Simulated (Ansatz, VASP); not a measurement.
**Two plane-wave programs on SnO2**

INCAR

```
ALGO = Normal
EDIFF = 1E-7
EDIFFG = -0.01
ENCUT = 600
GGA = RE
IBRION = 2
ISIF = 3
ISMEAR = -1
LASPH = True
LCHARG = False
LREAL = False
LWAVE = False
NELM = 60
NSW = 60
PREC = Accurate
SIGMA = 0.05
```

File KPOINTS:

```
k-points
0
Gamma
  6 6 8
```

File POSCAR:

```
SnO2
1.0
    4.7380000000      0.0000000000      0.0000000000
    0.0000000000      4.7380000000      0.0000000000
    0.0000000000      0.0000000000      3.1865000000
Sn O
2 4
Direct
    0.5000000000      0.5000000000      0.5000000000
    0.0000000000      0.0000000000      0.0000000000
    0.8071000000      0.1929000000      0.5000000000
    0.6929000000      0.6929000000      0.0000000000
    0.1929000000      0.8071000000      0.5000000000
    0.3071000000      0.3071000000      0.0000000000
```

Contents of input.yaml:

```yaml
crystal:
  lattice:
    - [4.738, 0.0, 0.0]
    - [0.0, 4.738, 0.0]
    - [0.0, 0.0, 3.1865]
  atoms:
    - { symbol: Sn, position: [0.5, 0.5, 0.5] }
    - { symbol: Sn, position: [0.0, 0.0, 0.0] }
    - { symbol: O, position: [0.8071, 0.1929, 0.5] }
    - { symbol: O, position: [0.6929, 0.6929, 0.0] }
    - { symbol: O, position: [0.1929, 0.8071, 0.5] }
    - { symbol: O, position: [0.3071, 0.3071, 0.0] }
hamiltonian:
  xc: revpbe
  pseudopotentials: { kind: paw }
kpoints:
  mp_grid: { grid: [6, 6, 8] }
scf:
  occupations: { method: fermi_dirac, width: 0.05 }
output:
  forces: true
  stress: true
relax:
  f_tol: 0.01
  max_steps: 40
  cell: { stress_tol: 0.05 }
```

Alike in both runs: task relaxation of cell and atoms; functional revPBE; k mesh 6 × 6 × 8; occupations fermi-dirac, width 0.05 eV; no spin polarisation.

|  | VASP | Ansatz |
| --- | --- | --- |
| version | VASP 6.6.1 | Ansatz 0.2.0 |
| potentials or method | VASP PAW PBE potentials, release 64 (Sn_d, O) | Ansatz PAW |
| plane-wave cutoff (eV) | 600 | 420 |
| valence electrons in the cell | 52 | 52 |

```tsv
	VASP	Ansatz	Ansatz less VASP
relaxed volume (Å³/atom)	12.83	12.79	-0.036
relaxed length of the cell vector where the two differ most in proportion (Å)	3.252	3.248	-0.0040
```

VASP's potentials were made for PBE, not for revPBE.

Noted on Ansatz's run: the plane-wave basis is chosen anew once the cell has moved, so the energies of steps on either side of that aren't comparable.
